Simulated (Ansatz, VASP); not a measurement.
HfSi3O8 in VASP and in Ansatz

```xyz
12
Lattice="5.5081 0.0000 0.0000 0.0000 5.5081 0.0000 0.0000 0.0000 7.9614" Properties=species:S:1:pos:R:3 pbc="T T T"
Hf    2.7541    2.7541    0.0000
Si    0.0000    0.0000    3.9807
Si    2.7541    0.0000    2.2248
Si    0.0000    2.7541    5.7367
O     1.3821    0.0000    3.1129
O     4.2216    2.7541    6.7150
O     4.1260    0.0000    3.1129
O     1.2865    2.7541    6.7150
O     0.0000    4.1260    4.8485
O     2.7541    1.2865    1.2465
O     0.0000    1.3821    4.8485
O     2.7541    4.2216    1.2465
```

Alike in both runs: functional PBE; k mesh 4 × 4 × 4; occupations gaussian, width 0.1 eV; no spin polarisation.

Ansatz relaxed the structure, and its values are those at the end. VASP's run is a single point on that final structure, the one shown.

|  | VASP | Ansatz |
| --- | --- | --- |
| version | VASP 6.6.1 | Ansatz 0.2.0 |
| potentials or method | VASP PAW PBE potentials, release 64 (Hf_pv, Si, O), cutoff 520 eV | scalar-relativistic, plane waves, PAW |
| valence electrons in the cell | 70 | 86 |

Ansatz gave:

```
gap on the k mesh at the Fermi level (eV) : 4.67
least direct gap on the mesh (eV)         : 4.72
pressure (GPa)                            : 0.1
rms of the force components (eV/Å)        : 0.003
```

Q: Estimate VASP's values.

A: gap on the k mesh at the Fermi level (eV): 4.67; least direct gap on the mesh (eV): 4.72; pressure (GPa): -0.1; rms of the force components (eV/Å): 0.067.

VASP's potentials hold 70 valence electrons a cell and Ansatz's 86, so a difference there can come from the potentials and not from the codes.

Spin-orbit coupling is off throughout.
